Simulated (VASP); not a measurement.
# CaCd2Ga2 in VASP: single point with PBE

Aim: the single point of CaCd2Ga2 with PBE.

Everything below comes from runs of VASP 6.6.1. Logs are shortened: lines on timing, memory, paths and dates and some standing lists are left out, and cuts for length are marked.

## (1) The cell of the first run

The typed cell holds 5 atoms: a = 4.333 Å, b = 4.333 Å, c = 7.122 Å, α = 90.00°, β = 90.00°, γ = 60.00°.

## (2) Single point, PBE

INCAR

```
  PREC = Accurate
  ENCUT = 520
  EDIFF = 1E-6
  ISMEAR = -1
  SIGMA = 0.1
  LREAL = F
  LASPH = T
  NELM = 100
  ALGO = Normal
  ISIF = 2
  LWAVE = F
  LCHARG = F
  GGA = PE
  NBANDS = 38
```

KPOINTS

```
Automatic mesh
0
Gamma
  9 9 5
```

POSCAR

```
CaCd2Ga2
1.0
    2.1662760000      3.7520990000      0.0000000000
   -2.1662760000      3.7520990000      0.0000000000
    0.0000000000      0.0000000000      7.1223210000
Cd Ca Ga
2 1 2
Direct
    0.3333000000      0.3334000000      0.6369000000
    0.6667000000      0.6666000000      0.3631000000
    0.0000000000      0.0000000000      0.0000000000
    0.3333000000      0.3334000000      0.2405000000
    0.6667000000      0.6666000000      0.7595000000
```

Potentials or basis: VASP PAW PBE potentials, release 64 (Cd, Ca_sv, Ga_d).

The run is started by

```sh
$ cat potpaw_PBE.64/Cd/POTCAR potpaw_PBE.64/Ca_sv/POTCAR potpaw_PBE.64/Ga_d/POTCAR > POTCAR
$ mpirun -np 1 vasp_std > vasp.out
```

OUTCAR:

```text
PREC = Accurate
   ENCUT = 520
   EDIFF = 1E-6
   ISMEAR = -1
   LREAL = F
   LASPH = T
   NELM = 100
   ISIF = 2
   GGA = PE

 ion  position               nearest neighbor table
   1  0.333  0.333  0.637-   5 2.65   5 2.65   5 2.65   4 2.82   2 3.17   2 3.17   2 3.17
   2  0.667  0.667  0.363-   4 2.65   4 2.65   4 2.65   5 2.82   1 3.17   1 3.17   1 3.17
   3  0.000  0.000  0.000-   5 3.03   4 3.03   5 3.03   4 3.03   5 3.03   4 3.03
   4  0.333  0.333  0.240-   2 2.65   2 2.65   2 2.65   1 2.82   3 3.03   3 3.03   3 3.03
   5  0.667  0.667  0.760-   1 2.65   1 2.65   1 2.65   2 2.82   3 3.03   3 3.03   3 3.03

  LATTYP: Found a hexagonal cell.
 ALAT       =     4.3325510515
 C/A-ratio  =     1.6439093078

  Lattice vectors:

 A1 = (   2.1662760000,  -3.7520990000,   0.0000000000)
 A2 = (   2.1662760000,   3.7520990000,   0.0000000000)
 A3 = (   0.0000000000,   0.0000000000,   7.1223210000)

Analysis of symmetry for initial positions (statically):
=====================================================================
 Subroutine PRICEL returns:
 Original cell was already a primitive cell.

 Routine SETGRP: Setting up the symmetry group for a
 hexagonal supercell.

 Subroutine GETGRP returns: Found  4 space group operations
 (whereof  4 operations were pure point group operations)
 out of a pool of 24 trial point group operations.

The static configuration has the point symmetry C_2h.

Analysis of symmetry for dynamics (positions and initial velocities):
=====================================================================
 Subroutine PRICEL returns:
 Original cell was already a primitive cell.

 Routine SETGRP: Setting up the symmetry group for a
 hexagonal supercell.

 Subroutine GETGRP returns: Found  4 space group operations
 (whereof  4 operations were pure point group operations)
 out of a pool of 24 trial point group operations.

The dynamic configuration has the point symmetry C_2h.

 Subroutine INISYM returns: Found  4 space group operations
 (whereof  4 operations are pure point group operations),
 and found     1 'primitive' translations

----------------------------------------------------------------------------------------

                                     Primitive cell

  volume of cell :     115.7816

  direct lattice vectors                    reciprocal lattice vectors
     2.166276000  3.752099000  0.000000000     0.230810848  0.133258744  0.000000000
    -2.166276000  3.752099000  0.000000000    -0.230810848  0.133258744  0.000000000
     0.000000000  0.000000000  7.122321000     0.000000000  0.000000000  0.140403669

  length of vectors
     4.332551052  4.332551052  7.122321000     0.266517430  0.266517430  0.140403669

  position of ions in fractional coordinates (direct lattice)
     0.333300000  0.333400000  0.636900000
     0.666700000  0.666600000  0.363100000
     0.000000000  0.000000000  0.000000000
     0.333300000  0.333400000  0.240500000
     0.666700000  0.666600000  0.759500000

  ion indices of the primitive-cell ions
   primitive index   ion index
                 1           1
                 2           2
                 3           3
                 4           4
                 5           5

----------------------------------------------------------------------------------------

 KPOINTS: Automatic mesh

Automatic generation of k-mesh.
 Grid dimensions read from file:
 generate k-points for:    9    9    5

 Generating k-lattice:

  Cartesian coordinates                     Fractional coordinates (reciprocal lattice)
     0.025645650  0.014806527  0.000000000     0.111111111  0.000000000  0.000000000
    -0.025645650  0.014806527  0.000000000     0.000000000  0.111111111  0.000000000
     0.000000000  0.000000000  0.028080734     0.000000000  0.000000000  0.200000000

  Length of vectors
     0.029613048  0.029613048  0.028080734

  Shift w.r.t. Gamma in fractional coordinates (k-lattice)
     0.000000000  0.000000000  0.000000000

 Subroutine IBZKPT returns following result:
 ===========================================

 Found    115 irreducible k-points:

 Following reciprocal coordinates:
            Coordinates               Weight
  0.000000  0.000000  0.000000      1.000000
  0.111111  0.000000  0.000000      4.000000
  0.000000  0.111111  0.000000      2.000000
  0.222222  0.000000  0.000000      4.000000
  0.000000  0.222222  0.000000      2.000000
  0.333333  0.000000  0.000000      4.000000
[... 16 lines left out ...]
  0.333333 -0.444444  0.000000      4.000000
 -0.222222  0.333333  0.000000      4.000000
 [... further k-points ...]
   k-points           NKPTS =    115   k-points in BZ     NKDIM =    115   number of bands    NBANDS=     38
   number of dos      NEDOS =    301   number of ions     NIONS =      5
   total plane-waves  NPLWV =  55296
   dimension x,y,z NGX =    32 NGY =   32 NGZ =   54
   dimension x,y,z NGXF=    64 NGYF=   64 NGZF=  108
   ions per type =               2   1   2
   NGX,Y,Z   is equivalent  to a cutoff of  12.28, 12.28, 12.60 a.u.
   NGXF,Y,Z  is equivalent  to a cutoff of  24.56, 24.56, 25.21 a.u.
 SYSTEM =  unknown system
   PREC   = accura    normal or accurate (medium, high low for compatibility)
   ISTART =      0    job   : 0-new  1-cont  2-samecut
   ICHARG =      2    charge: 1-file 2-atom 10-const
   ISPIN  =      1    spin polarized calculation?
   LNONCOLLINEAR =      F non collinear calculations
   LSORBIT =      F    spin-orbit coupling
   LASPH  =      T    aspherical Exc in radial PAW
   ENCUT  =  520.0 eV  38.22 Ry    6.18 a.u.   8.06  8.06 13.24*2*pi/ulx,y,z
   NELM   =    100;   NELMIN=  2; NELMDL= -5     # of ELM steps
   EDIFF  = 0.1E-05   stopping-criterion for ELM
   LREAL  =      F    real-space projection
   EDIFFG = 0.1E-04   stopping-criterion for IOM
   NSW    =      0    number of steps for IOM
   IBRION =     -1    ionic relax: 0-MD 1-quasi-New 2-CG
   NFREE  =      0    steps in history (QN), initial steepest desc. (CG)
   ISIF   =      2    stress and relaxation
   ISYM   =      2    0-nonsym 1-usesym 2-fastsym
   POTIM  = 0.5000    time-step for ionic-motion
   TEBEG  =    0.0;   TEEND  =   0.0 temperature during run
   PSTRESS=    0.0 pullay stress
   NELECT =      60.0000    total number of electrons
   NUPDOWN=      -1.0000    fix difference up-down
   EMIN   =  10.00;   EMAX   =-10.00  energy-range for DOS
   EFERMI =   0.00;   METHOD = LEGACY
   ISMEAR =    -1;   SIGMA  =   0.10  broadening in eV -4-tet -1-fermi 0-gaus
   EFERMI_NEDOS =   21; number of points for ismear=-14 and -15
   IALGO  =     38    algorithm
   IMIX   =      4    mixing-type and parameters
     AMIX     =   0.40;   BMIX     =  1.00
     AMIX_MAG =   1.60;   BMIX_MAG =  1.00
  volume/ion in A,a.u.               =      23.16       156.27
  Fermi-wavevector in a.u.,A,eV,Ry     =   1.314958  2.484911 23.526049  1.729116
  Thomas-Fermi vector in A             =   2.445175
   LORBIT       =      0    0 simple, 1 ext, 2 COOP (PROOUT), +10 PAW based schemes
   GGA     = PE    functional components
[... 5 lines left out ...]
 non-spin polarized calculation
  energy-cutoff  :      520.00
  volume of cell :      115.78
 maximum number of plane-waves:      3138
   NGX = 17   NGY = 17   NGZ = 27

 number of electron      59.9999993 magnetization

 Free energy of the ion-electron system (eV)
  ---------------------------------------------------
  ext. energy  EPLUGINS =         0.00000000
  ---------------------------------------------------
  free energy    TOTEN  =        -9.62092189 eV

  energy without entropy =       -9.53405348  energy(sigma->0) =       -9.57748768

 E-fermi :   3.2418     XC(G=0): -10.1097

 val. band max:        3.2392953634   @ k =   0.0000   0.2222   0.0000
 cond. band min:       3.2449579280   @ k =  -0.2222   0.3333   0.0000
 fundamental gap:      0.0056625646
 Fermi energy:         3.2417739685

 k-point     1 :       0.0000    0.0000    0.0000
  band No.  band energies     occupation
      1     -37.7450      2.00000
      2     -18.8128      2.00000
      3     -18.7661      2.00000
      4     -18.7660      2.00000
      5     -11.5352      2.00000
      6     -11.5352      2.00000
[... 30 lines left out ...]
     37       7.4016      0.00000
     38       7.4170      0.00000

 k-point     2 :       0.1111    0.0000    0.0000
  band No.  band energies     occupation
      1     -37.7447      2.00000
      2     -18.8119      2.00000
      3     -18.7717      2.00000
      4     -18.7674      2.00000
      5     -11.5348      2.00000
      6     -11.5347      2.00000
[... 30 lines left out ...]
     37       7.3055      0.00000
     38       7.5530      0.00000

 k-point     3 :       0.0000    0.1111    0.0000
  band No.  band energies     occupation
      1     -37.7447      2.00000
      2     -18.8119      2.00000
      3     -18.7717      2.00000
      4     -18.7674      2.00000
      5     -11.5348      2.00000
      6     -11.5347      2.00000
[... 30 lines left out ...]
     37       7.3048      0.00000
     38       7.5531      0.00000

 k-point     4 :       0.2222    0.0000    0.0000
  band No.  band energies     occupation
      1     -37.7440      2.00000
      2     -18.8094      2.00000
      3     -18.7859      2.00000
      4     -18.7708      2.00000
      5     -11.5342      2.00000
      6     -11.5337      2.00000
[... 30 lines left out ...]
     37       7.8756      0.00000
     38       8.0151      0.00000
[... 703 lines left out ...]
      4     -18.7888      2.00000
      5     -11.5397      2.00000
      6     -11.5321      2.00000
[... 30 lines left out ...]
     37       7.5826      0.00000
     38       7.7682      0.00000

 k-point    23 :       0.3333   -0.4444    0.0000
  band No.  band energies     occupation
      1     -37.7423      2.00000
      2     -18.8064      2.00000
      3     -18.8039      2.00000
      4     -18.7888      2.00000
      5     -11.5397      2.00000
      6     -11.5321      2.00000
[... 30 lines left out ...]
     37       7.5827      0.00000
     38       7.7683      0.00000

 k-point    24 :      -0.2222    0.3333    0.0000
  band No.  band energies     occupation
      1     -37.7423      2.00000
      2     -18.8064      2.00000
      3     -18.8040      2.00000
      4     -18.7888      2.00000
      5     -11.5397      2.00000
      6     -11.5321      2.00000
[... 30 lines left out ...]
     37       7.5827      0.00000
     38       7.7683      0.00000

 [... further k-points ...]

------------------------ aborting loop because EDIFF is reached ----------------------------------------

  FORCE on cell =-STRESS in cart. coord.  units (eV):
  Direction    XX          YY          ZZ          XY          YZ          ZX
  --------------------------------------------------------------------------------------
  -------------------------------------------------------------------------------------
  Total        4.4306378      4.4360766      1.9875802      0.0047124      0.0012174     -0.0021085
  in kB       61.3108329     61.3860949     27.5039852      0.0652098      0.0168457     -0.0291778
  external PRESSURE =      50.0669710 kB  Pullay stress =       0.0000000 kB

 VOLUME and BASIS-vectors are now :
 -----------------------------------------------------------------------------
  energy-cutoff  :      520.00
  volume of cell :      115.78
      direct lattice vectors                 reciprocal lattice vectors
     2.166276000  3.752099000  0.000000000     0.230810848  0.133258744  0.000000000
    -2.166276000  3.752099000  0.000000000    -0.230810848  0.133258744  0.000000000
     0.000000000  0.000000000  7.122321000     0.000000000  0.000000000  0.140403669

 POSITION                                       TOTAL-FORCE (eV/Angst)
 -----------------------------------------------------------------------------------
     -0.00022      2.50152      4.53621         0.002130     -0.001230     -0.164394
      0.00022      5.00267      2.58611        -0.002130      0.001230      0.164394
      0.00000      0.00000      0.00000        -0.000000      0.000000      0.000000
     -0.00022      2.50152      1.71292         0.002213     -0.001278      0.032509
      0.00022      5.00267      5.40940        -0.002213      0.001278     -0.032509
 -----------------------------------------------------------------------------------
    total drift:                               -0.000000      0.000000      0.000000

  FREE ENERGIE OF THE ION-ELECTRON SYSTEM (eV)
  ---------------------------------------------------
  free  energy   TOTEN  =        -9.6209218876 eV

  energy  without entropy=       -9.5340534780  energy(sigma->0) =       -9.57748768
```

It took 4.5 min on 1 thread of Intel Xeon Platinum 8488C (Sapphire Rapids), shared host; peak memory 0.58 GiB.

Results:

| Property | Result |
| --- | --- |
| Free energy | -9.6209 eV |
| Pressure | 5.0 GPa |
| Largest force | 0.164 eV/Å |
| Band gap on the k mesh | zero (bands 30 and 31 overlap by 3.27 eV) |

Forces on the atoms (eV/Å):
```
Cd   0.002 -0.001 -0.164
Cd  -0.002  0.001  0.164
Ca   0.000  0.000  0.000
Ga   0.002 -0.001  0.033
Ga  -0.002  0.001 -0.033
```

Stress tensor (GPa, compression positive):
```
6.13 0.01 0.00
0.01 6.14 0.00
0.00 0.00 2.75
```

Caveat: the cell stands under pressure.
